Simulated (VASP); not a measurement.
## W: single point with PBE

W:

```
W
1.0
    -1.59173    1.59173    1.59173
     1.59173   -1.59173    1.59173
     1.59173    1.59173   -1.59173
W
1
Direct
  0.00000 0.00000 0.00000
```

```
Program                : VASP 6.6.1
Task                   : single point
Functional             : PBE
Potentials or basis    : VASP PAW PBE potentials, release 64 (W_sv)
Cutoff                 : 520 eV
k mesh                 : 20 × 20 × 20
Occupations            : fermi-dirac, width 0.05 eV
Spin                   : no spin polarisation
Dipole correction      : no
Further INCAR settings : ALGO = Normal; EDIFF = 1e-06; NBANDS = 13
```

| Quantity | Value |
| --- | --- |
| Pressure | 0.5 GPa |
| Band gap on the k mesh | zero (band 7 reaches 16.23 eV, above the bottom of band 8 at 9.99 eV) |

Levels at points of the mesh, in eV from the Fermi level:
```
           k point  band 3  band 4  band 5  band 6  band 7  band 8  band 9  band 10  band 11  band 12
(0.00, 0.00, 0.00)  -37.85  -37.85   -9.59   -1.25   -1.25   -1.25    2.17     2.17    14.43    14.43
(0.50, 0.00, 0.00)  -38.24  -37.85   -6.21   -3.53    0.57    2.05    3.01     5.94    10.75    11.39
(0.50, 0.50, 0.50)  -38.70  -38.70   -5.74   -5.74    4.99    4.99    4.99     8.06     8.06     8.06
```

It took 17 s on 1 thread of Intel(R) Xeon(R) 6975P-C (Granite Rapids), with other jobs on the host, peak memory 0.18 GiB.

Caveat: spin-orbit coupling is left out, which moves the levels of the heavy elements.
